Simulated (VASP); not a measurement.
# W8C8Br in VASP: single point with PBEsol

Aim: the single point of W8C8Br with PBEsol.

All numbers are computed with VASP 6.6.1; they aren't measurements. Logs are shortened: lines on timing, memory, paths and dates and some standing lists are left out, and cuts for length are marked.

## 1. The cell of the first run

The cell holds a slab with vacuum, 17 atoms: a = 5.799 Å, b = 5.799 Å, c = 16.247 Å, α = 90.00°, β = 90.00°, γ = 120.00°.

## 2. Single point, PBEsol

Contents of INCAR:

```
PREC = Accurate
ENCUT = 520
EDIFF = 1E-7
ISMEAR = 0
SIGMA = 0.1
LREAL = Auto
LASPH = True
NELM = 60
ALGO = Normal
ISIF = 2
LWAVE = False
LCHARG = True
GGA = PS
LELF = True
LVHAR = True
NBANDS = 90
```

Contents of KPOINTS:

```
regular mesh
0
Gamma
  3 3 1
```

Contents of POSCAR:

```
W8C8Br
1.0
    5.7986000000      0.0000000000      0.0000000000
   -2.8993000000      5.0217350000      0.0000000000
    0.0000000000      0.0000000000     16.2471000000
W C Br
8 8 1
Direct
    0.0000000000      0.0000000000      0.0615494457
   -0.0029175121      0.0020686078      0.2359098547
   -0.0000000498      0.4999999004      0.0615494457
   -0.0067925468      0.4999047142      0.2347168418
    0.5000000000      0.0000000000      0.0615494457
    0.4966872657      0.0032496737      0.2356441457
    0.4999999502      0.4999999004      0.0615494457
    0.4959382488      0.5020306727      0.2368615322
    0.3331416830      0.1687574115      0.1423063193
    0.3301637084      0.1694175419      0.3045732469
    0.3319189913      0.6673964277      0.1433566606
    0.3204109524      0.6708860583      0.3123001643
    0.8320301269      0.1665125699      0.1411792258
    0.8271367005      0.1697833518      0.3032684602
    0.8311269210      0.6673181679      0.1417641302
    0.8283947539      0.6677062808      0.3039478430
    0.2473869620      0.6764857166      0.4250271125
```

Potentials or basis: VASP PAW PBE potentials, release 64 (W_sv, C, Br).

On the command line:

```sh
$ cat potpaw_PBE.64/W_sv/POTCAR potpaw_PBE.64/C/POTCAR potpaw_PBE.64/Br/POTCAR > POTCAR
$ mpirun -np 1 vasp_std > vasp.out
```

OUTCAR:

```text
PREC = Accurate
   ENCUT = 520
   EDIFF = 1E-7
   ISMEAR = 0
   LREAL = Auto
   LASPH = True
   NELM = 60
   ISIF = 2
   GGA = PS

 ion  position               nearest neighbor table
   1  0.000  0.000  0.062-  15 2.12  13 2.12   9 2.13   2 2.83   7 2.90   3 2.90   5 2.90   5 2.90
                             3 2.90   7 2.90
   2  0.997  0.002  0.236-  16 2.01  10 2.01  14 2.02  13 2.26   9 2.27  15 2.27   1 2.83   6 2.89
                             8 2.90   4 2.90   4 2.90   8 2.90   6 2.91
   3  1.000  0.500  0.062-  13 2.12  11 2.13  15 2.13   4 2.81   5 2.90   1 2.90   7 2.90   7 2.90
                             5 2.90   1 2.90
   4  0.993  0.500  0.235-  14 2.00  16 2.01  12 2.07  15 2.24  11 2.26  13 2.26   3 2.81   6 2.88
                             8 2.89   2 2.90   2 2.90   8 2.91   6 2.92
   5  0.500  0.000  0.062-  13 2.11  11 2.13   9 2.14   6 2.83   7 2.90   3 2.90   1 2.90   1 2.90
                             7 2.90   3 2.90
   6  0.497  0.003  0.236-  14 1.99  10 2.01  12 2.08   9 2.24  11 2.26  13 2.28   5 2.83   4 2.88
                             2 2.89   8 2.89   8 2.90   2 2.91   4 2.92
   7  0.500  0.500  0.062-  15 2.11   9 2.12  11 2.15   8 2.85   1 2.90   5 2.90   3 2.90   3 2.90
                             1 2.90   5 2.90
   8  0.496  0.502  0.237-  16 1.99  10 2.00  12 2.12  11 2.25   9 2.27  15 2.28   7 2.85   4 2.89
                             6 2.89   2 2.90   2 2.90   6 2.90   4 2.91
   9  0.333  0.169  0.142-   7 2.12   1 2.13   5 2.14   6 2.24   2 2.27   8 2.27
  10  0.330  0.169  0.305-   8 2.00   2 2.01   6 2.01
  11  0.332  0.667  0.143-   3 2.13   5 2.13   7 2.15   8 2.25   6 2.26   4 2.26
  12  0.320  0.671  0.312-  17 1.88   4 2.07   6 2.08   8 2.12
  13  0.832  0.167  0.141-   5 2.11   3 2.12   1 2.12   2 2.26   4 2.26   6 2.28
  14  0.827  0.170  0.303-   6 1.99   4 2.00   2 2.02
  15  0.831  0.667  0.142-   7 2.11   1 2.12   3 2.13   4 2.24   2 2.27   8 2.28
  16  0.828  0.668  0.304-   8 1.99   2 2.01   4 2.01
  17  0.247  0.676  0.425-  12 1.88

  LATTYP: Found a hexagonal cell.
 ALAT       =     5.7986000000
 C/A-ratio  =     2.8019004587

  Lattice vectors:

 A1 = (   5.7986000000,   0.0000000000,   0.0000000000)
 A2 = (  -2.8993000000,   5.0217350000,   0.0000000000)
 A3 = (   0.0000000000,   0.0000000000,  16.2471000000)

Analysis of symmetry for initial positions (statically):
=====================================================================
 Subroutine PRICEL returns:
 Original cell was already a primitive cell.

 Routine SETGRP: Setting up the symmetry group for a
 hexagonal supercell.

 Subroutine GETGRP returns: Found  1 space group operations
 (whereof  1 operations were pure point group operations)
 out of a pool of 24 trial point group operations.

The static configuration has the point symmetry C_1 .

Analysis of symmetry for dynamics (positions and initial velocities):
=====================================================================
 Subroutine PRICEL returns:
 Original cell was already a primitive cell.

 Routine SETGRP: Setting up the symmetry group for a
 hexagonal supercell.

 Subroutine GETGRP returns: Found  1 space group operations
 (whereof  1 operations were pure point group operations)
 out of a pool of 24 trial point group operations.

The dynamic configuration has the point symmetry C_1 .

 Subroutine INISYM returns: Found  1 space group operations
 (whereof  1 operations are pure point group operations),
 and found     1 'primitive' translations

----------------------------------------------------------------------------------------

                                     Primitive cell

  volume of cell :     473.0998

  direct lattice vectors                    reciprocal lattice vectors
     5.798600000  0.000000000  0.000000000     0.172455420  0.099567181  0.000000000
    -2.899300000  5.021735000  0.000000000     0.000000000  0.199134363  0.000000000
     0.000000000  0.000000000 16.247100000     0.000000000  0.000000000  0.061549446

  length of vectors
     5.798600000  5.798600081 16.247100000     0.199134366  0.199134363  0.061549446

  position of ions in fractional coordinates (direct lattice)
     0.000000000  0.000000000  0.061549446
     0.997082488  0.002068608  0.235909855
     0.999999950  0.499999900  0.061549446
     0.993207453  0.499904714  0.234716842
     0.500000000  0.000000000  0.061549446
     0.496687266  0.003249674  0.235644146
[... 9 lines left out ...]
     0.828394754  0.667706281  0.303947843
     0.247386962  0.676485717  0.425027112

  ion indices of the primitive-cell ions
   primitive index   ion index
                 1           1
                 2           2
                 3           3
                 4           4
                 5           5
                 6           6
[... 9 lines left out ...]
                16          16
                17          17

----------------------------------------------------------------------------------------

 KPOINTS: regular mesh

Automatic generation of k-mesh.
 Grid dimensions read from file:
 generate k-points for:    3    3    1

 Generating k-lattice:

  Cartesian coordinates                     Fractional coordinates (reciprocal lattice)
     0.057485140  0.033189060  0.000000000     0.333333333  0.000000000  0.000000000
     0.000000000  0.066378121  0.000000000     0.000000000  0.333333333  0.000000000
     0.000000000  0.000000000  0.061549446     0.000000000  0.000000000  1.000000000

  Length of vectors
     0.066378122  0.066378121  0.061549446

  Shift w.r.t. Gamma in fractional coordinates (k-lattice)
     0.000000000  0.000000000  0.000000000

 Subroutine IBZKPT returns following result:
 ===========================================

 Found      5 irreducible k-points:

 Following reciprocal coordinates:
            Coordinates               Weight
  0.000000  0.000000  0.000000      1.000000
  0.333333 -0.000000  0.000000      2.000000
  0.000000  0.333333  0.000000      2.000000
 -0.333333  0.333333  0.000000      2.000000
  0.333333  0.333333  0.000000      2.000000
   k-points           NKPTS =      5   k-points in BZ     NKDIM =      5   number of bands    NBANDS=     90
   number of dos      NEDOS =    301   number of ions     NIONS =     17
   total plane-waves  NPLWV = 290304
   dimension x,y,z NGX =    48 NGY =   48 NGZ =  126
   dimension x,y,z NGXF=    96 NGYF=   96 NGZF=  252
   ions per type =               8   8   1
   NGX,Y,Z   is equivalent  to a cutoff of  13.76, 13.76, 12.89 a.u.
   NGXF,Y,Z  is equivalent  to a cutoff of  27.52, 27.52, 25.79 a.u.
 SYSTEM =  unknown system
   PREC   = accura    normal or accurate (medium, high low for compatibility)
   ISTART =      0    job   : 0-new  1-cont  2-samecut
   ICHARG =      2    charge: 1-file 2-atom 10-const
   ISPIN  =      1    spin polarized calculation?
   LNONCOLLINEAR =      F non collinear calculations
   LSORBIT =      F    spin-orbit coupling
   LASPH  =      T    aspherical Exc in radial PAW
   ENCUT  =  520.0 eV  38.22 Ry    6.18 a.u.  10.78 10.78 30.21*2*pi/ulx,y,z
   NELM   =     60;   NELMIN=  2; NELMDL= -5     # of ELM steps
   EDIFF  = 0.1E-06   stopping-criterion for ELM
   LREAL  =      T    real-space projection
   EDIFFG = 0.1E-05   stopping-criterion for IOM
   NSW    =      0    number of steps for IOM
   IBRION =     -1    ionic relax: 0-MD 1-quasi-New 2-CG
   NFREE  =      0    steps in history (QN), initial steepest desc. (CG)
   ISIF   =      2    stress and relaxation
   ISYM   =      2    0-nonsym 1-usesym 2-fastsym
   POTIM  = 0.5000    time-step for ionic-motion
   TEBEG  =    0.0;   TEEND  =   0.0 temperature during run
   PSTRESS=    0.0 pullay stress
   NELECT =     151.0000    total number of electrons
   NUPDOWN=      -1.0000    fix difference up-down
   EMIN   =  10.00;   EMAX   =-10.00  energy-range for DOS
   EFERMI =   0.00;   METHOD = LEGACY
   ISMEAR =     0;   SIGMA  =   0.10  broadening in eV -4-tet -1-fermi 0-gaus
   EFERMI_NEDOS =   21; number of points for ismear=-14 and -15
   IALGO  =     38    algorithm
   IMIX   =      4    mixing-type and parameters
     AMIX     =   0.40;   BMIX     =  1.00
     AMIX_MAG =   1.60;   BMIX_MAG =  1.00
  volume/ion in A,a.u.               =      27.83       187.80
  Fermi-wavevector in a.u.,A,eV,Ry     =   1.118793  2.114211 17.030367  1.251697
  Thomas-Fermi vector in A             =   2.255426
   LORBIT       =      0    0 simple, 1 ext, 2 COOP (PROOUT), +10 PAW based schemes
   GGA     = PS    functional components
   LHFCALC =     F    Hartree Fock is set to
   AEXX    =    0.0000 exact exchange contribution
   IVDW    =     0    specifies the selected vdW correction
   LEPSILON=     F    determine dielectric tensor
   LRPA    =     F    only Hartree local field effects (RPA)
 non-spin polarized calculation
 Gauss-broadening in eV      SIGMA  =   0.10
  energy-cutoff  :      520.00
  volume of cell :      473.10
 maximum number of plane-waves:     12753
 NGX is ok and might be reduce to    48
   NGX = 21   NGY = 21   NGZ = 61

 number of electron     150.9999990 magnetization

 Free energy of the ion-electron system (eV)
  ---------------------------------------------------
  ext. energy  EPLUGINS =         0.00000000
  ---------------------------------------------------
  free energy    TOTEN  =      -175.59240781 eV

  energy without entropy =     -175.57857789  energy(sigma->0) =     -175.58549285

 E-fermi :   0.6121     XC(G=0):  -6.6273

 val. band max:        0.5383363411   @ k =   0.3333  -0.0000   0.0000
 cond. band min:       0.9843961780   @ k =   0.0000   0.0000   0.0000
 fundamental gap:      0.4460598368
 Fermi energy:         0.6120541521

 k-point     1 :       0.0000    0.0000    0.0000
  band No.  band energies     occupation
      1     -73.1206      2.00000
      2     -73.0669      2.00000
      3     -73.0616      2.00000
      4     -73.0586      2.00000
      5     -73.0540      2.00000
      6     -73.0091      2.00000
[... 79 lines left out ...]
     86       3.5826      0.00000
     87       4.0949      0.00000

 k-point     2 :       0.3333   -0.0000    0.0000
  band No.  band energies     occupation
      1     -73.1063      2.00000
      2     -73.0769      2.00000
      3     -73.0642      2.00000
      4     -73.0589      2.00000
      5     -73.0425      2.00000
      6     -73.0178      2.00000
[... 79 lines left out ...]
     86       2.9830      0.00000
     87       3.5068      0.00000

 k-point     3 :       0.0000    0.3333    0.0000
  band No.  band energies     occupation
      1     -73.1062      2.00000
      2     -73.0776      2.00000
      3     -73.0620      2.00000
      4     -73.0605      2.00000
      5     -73.0426      2.00000
      6     -73.0176      2.00000
[... 79 lines left out ...]
     86       2.9904      0.00000
     87       3.5055      0.00000

 k-point     4 :      -0.3333    0.3333    0.0000
  band No.  band energies     occupation
      1     -73.1063      2.00000
      2     -73.0771      2.00000
      3     -73.0640      2.00000
      4     -73.0588      2.00000
      5     -73.0457      2.00000
      6     -73.0089      2.00000
[... 79 lines left out ...]
     86       2.9934      0.00000
     87       3.5053      0.00000

 k-point     5 :       0.3333    0.3333    0.0000
  band No.  band energies     occupation
      1     -73.0898      2.00000
      2     -73.0821      2.00000
      3     -73.0802      2.00000
      4     -73.0541      2.00000
      5     -73.0348      2.00000
      6     -73.0199      2.00000
[... 79 lines left out ...]
     86       3.1727      0.00000
     87       3.3058      0.00000
 [bands above 87 left out]

------------------------ aborting loop because EDIFF is reached ----------------------------------------

  FORCE on cell =-STRESS in cart. coord.  units (eV):
  Direction    XX          YY          ZZ          XY          YZ          ZX
  --------------------------------------------------------------------------------------
  -------------------------------------------------------------------------------------
  Total        1.1900631      1.5539603      1.2705822      0.6387578     -0.7919841      3.1818987
  in kB        4.0302109      5.2625677      4.3028931      2.1631865     -2.6820956     10.7756664
  external PRESSURE =       4.5318906 kB  Pullay stress =       0.0000000 kB

 VOLUME and BASIS-vectors are now :
 -----------------------------------------------------------------------------
  energy-cutoff  :      520.00
  volume of cell :      473.10
      direct lattice vectors                 reciprocal lattice vectors
     5.798600000  0.000000000  0.000000000     0.172455420  0.099567181  0.000000000
    -2.899300000  5.021735000  0.000000000     0.000000000  0.199134363  0.000000000
     0.000000000  0.000000000 16.247100000     0.000000000  0.000000000  0.061549446

 POSITION                                       TOTAL-FORCE (eV/Angst)
 -----------------------------------------------------------------------------------
      0.00000      0.00000      1.00000        -0.048529      0.048528     -0.132210
      5.77568      0.01039      3.83285        -0.015314      0.002536     -0.047126
      4.34895      2.51087      1.00000        -0.010894      0.111902     -0.147208
      4.30984      2.51039      3.81347        -0.006893      0.009194     -0.034302
      2.89930      0.00000      1.00000        -0.157103     -0.093294     -0.041883
      2.87067      0.01632      3.82853        -0.000041     -0.011107     -0.050743
[... 9 lines left out ...]
      2.86765      3.35304      4.93827        -0.087574     -0.018630      0.044217
     -0.52684      3.39713      6.90546         0.635801     -0.070814      0.135194
 -----------------------------------------------------------------------------------
    total drift:                                0.001814      0.012500     -0.027754

  FREE ENERGIE OF THE ION-ELECTRON SYSTEM (eV)
  ---------------------------------------------------
  free  energy   TOTEN  =      -175.5924078064 eV

  energy  without entropy=     -175.5785778947  energy(sigma->0) =     -175.58549285
```

Run time: 8.9 min. Hardware: 1 thread of Intel Xeon Platinum 8559C (Emerald Rapids), shared host; peak memory 0.66 GiB.

What came out:

| Property | Result |
| --- | --- |
| Free energy | -175.5924 eV |
| Largest force | 0.654 eV/Å |
| Band gap on the k mesh | zero (an odd number of electrons rules out a gap without spin polarisation) |

Forces on the atoms (eV/Å):
```
W   -0.049  0.049 -0.132
W   -0.015  0.003 -0.047
W   -0.011  0.112 -0.147
W   -0.007  0.009 -0.034
W   -0.157 -0.093 -0.042
W    0.000 -0.011 -0.051
W   -0.253  0.100  0.104
W   -0.035  0.000 -0.067
C   -0.005 -0.013 -0.042
C   -0.020 -0.011  0.073
C   -0.015 -0.003  0.014
C    0.042 -0.035  0.077
C   -0.002  0.012  0.004
C   -0.028 -0.023  0.127
C    0.006 -0.005 -0.016
C   -0.088 -0.019  0.044
Br   0.636 -0.071  0.135
```

Levels at points of the mesh, in eV from the Fermi level:
```csv
k point,band 72,band 73,band 74,band 75,band 76,band 77,band 78,band 79,band 80,band 81
"(0.00, 0.00, 0.00)",-0.50,0.37,0.43,0.61,0.62,0.65,1.43,1.46,1.70,2.35
```

Caveat: the k points lie up to 0.42 Å⁻¹ apart, too coarse for converged energies and pressures of a metal; the PAW data sets were made with another functional, which shifts forces and pressure a little; spin-orbit coupling is left out, which moves the levels of the heavy elements; an odd number of electrons without spin polarisation forces a metal; a magnetic or distorted state may lie lower.
